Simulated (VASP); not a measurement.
Wanted: the native input for a VASP 6.6.1 run.

```
Task                   : relaxation of cell and atoms
Functional             : LDA
Potentials or basis    : VASP PAW LDA potentials, release 64 (La)
Cutoff                 : 600 eV
k mesh                 : 15 × 15 × 15
Occupations            : fermi-dirac, width 0.1 eV
Spin                   : no spin polarisation
Target pressure        : 92 GPa
Dipole correction      : no
Further INCAR settings : ALGO = Normal; EDIFF = 1e-06; IBRION = 2; EDIFFG = -0.005; NSW = 32; ISIF = 3
```

The structure of La lies in POSCAR:

```
La
1.0
    2.5808079417      0.0000000000      0.0000000000
    0.0000000000      2.5808079417      0.0000000000
    0.0000000000      0.0000000000      2.5808079417
La
1
Direct
    0.0000000000      0.0000000000      0.0000000000
```

One way to write it, as run:

INCAR

```
PREC = Accurate ; ENCUT = 600
EDIFF = 1E-6 ; ISMEAR = -1
SIGMA = 0.1 ; LREAL = F
LASPH = T ; NELM = 60
ALGO = Normal ; ISIF = 3
LWAVE = F ; LCHARG = F
GGA = CA ; IBRION = 2
NSW = 32 ; EDIFFG = -0.005
PSTRESS = 920.0
```

KPOINTS

```
regular mesh
0
Gamma
  15 15 15
```

Potentials or basis: VASP PAW LDA potentials, release 64 (La).

Command:

```sh
$ cat potpaw_LDA.64/La/POTCAR > POTCAR
$ mpirun -np 1 vasp_std > vasp.out
```

Results of the run:

* Relaxed volume: 17.18 Å³/atom
* Relaxed cell: a = 2.580 Å, b = 2.580 Å, c = 2.580 Å, α = 90.00°, β = 90.00°, γ = 90.00°
* Space group after relaxing (to 0.05 Å): Pm-3m (No. 221)
* Energy change on relaxing (the enthalpy is what falls): +4.3 meV/atom
* Ionic steps: 3
* Pressure after relaxing: 92.0 GPa

Caveat: the cell is relaxed towards a set pressure, so the enthalpy falls and the energy may rise.

Wall time 26 s on 1 thread of AMD EPYC 9R45 96-Core Processor (Zen 5), with other jobs on the host, peak memory 0.13 GiB.
